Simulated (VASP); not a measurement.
## SiC: relaxation of cell and atoms with PBEsol

SiC:

```xyz
4
Lattice="3.0050 0.0000 0.0000 -1.5025 2.6024 0.0000 0.0000 0.0000 4.9283" Properties=species:S:1:pos:R:3 pbc="T T T"
Si    0.0000    1.7350    0.0227
Si    1.5025    0.8675    2.4868
C     0.0000    1.7350    1.8747
C     1.5025    0.8675    4.3388
```

```
Program                : VASP 6.6.1
Task                   : relaxation of cell and atoms
Functional             : PBEsol
Potentials or basis    : VASP PAW PBE potentials, release 64 (Si, C)
Cutoff                 : 600 eV
k mesh                 : 12 × 12 × 6
Occupations            : gaussian, width 0.01 eV
Spin                   : no spin polarisation
Target pressure        : 35 GPa
Dipole correction      : no
Further INCAR settings : ALGO = Normal; EDIFF = 1e-06; IBRION = 2; EDIFFG = -0.001; NSW = 80; ISIF = 3
```

```
Relaxed volume                                         : 9.14 Å³/atom
Relaxed cell                                           : a = 2.953 Å, b = 2.953 Å, c = 4.840 Å, α = 90.00°, β = 90.00°, γ = 120.00°
Space group after relaxing (to 0.05 Å)                 : P6_3mc (No. 186)
Energy change on relaxing (the enthalpy is what falls) : +81.2 meV/atom
Ionic steps                                            : 10
Pressure after relaxing                                : 35.0 GPa
Band gap on the k mesh                                 : 1.89 eV, indirect (least direct gap 4.08 eV)
```

Step by step:
```
step  energy change (eV)  largest force (eV/Å)  pressure (GPa)  volume (Å³)
   1              0.0000                0.0010           18.27        38.54
   2              1.4482                0.0155           74.61        33.20
   3              0.3116                0.0067           34.45        36.62
   4              0.3231                0.0068           34.94        36.57
   5              0.3316                0.0069           35.31        36.53
   6              0.3136                0.0255           34.53        36.61
   7              0.3244                0.0059           35.00        36.56
   8              0.3238                0.0021           34.98        36.57
   9              0.3239                0.0012           34.98        36.57
  10              0.3246                0.0009           35.01        36.56
```

Final structure:
```yaml
crystal:
  lattice:
    - [2.95337, 0.00000, 0.00000]
    - [-1.47669, 2.55770, 0.00000]
    - [0.00000, 0.00000, 4.84039]
  atoms:
    - { symbol: Si, position: [0.33333, 0.66667, 0.00459] }
    - { symbol: Si, position: [0.66667, 0.33333, 0.50459] }
    - { symbol: C, position: [0.33333, 0.66667, 0.38041] }
    - { symbol: C, position: [0.66667, 0.33333, 0.88041] }
```

Levels at points of the mesh, in eV from the valence-band top:
| k point | band 4 | band 5 | band 6 | band 7 | band 8 | band 9 | band 10 | band 11 | band 12 |
| --- | --- | --- | --- | --- | --- | --- | --- | --- | --- |
| (0.00, 0.00, 0.00) | -1.38 | -1.38 | -0.11 | 0.00 | 0.00 | 5.79 | 7.35 | 7.35 | 7.44 |
| (0.50, 0.00, 0.00) | -6.62 | -5.91 | -3.70 | -3.60 | -1.23 | 2.86 | 4.25 | 7.53 | 7.74 |
| (0.00, 0.00, 0.50) | -4.70 | -0.74 | -0.74 | -0.74 | -0.74 | 6.88 | 6.88 | 7.96 | 7.96 |
| (0.50, 0.00, 0.50) | -8.92 | -2.63 | -2.63 | -2.46 | -2.46 | 3.42 | 3.42 | 5.73 | 5.73 |

Wall time 45 s on 1 thread of Intel(R) Xeon(R) 6975P-C (Granite Rapids) (shared host), peak memory 0.18 GiB.

Caveat: the cell is relaxed towards a set pressure, so the enthalpy falls and the energy may rise; the PAW data sets were made with another functional, which shifts forces and pressure a little. A k mesh can miss the band edges.
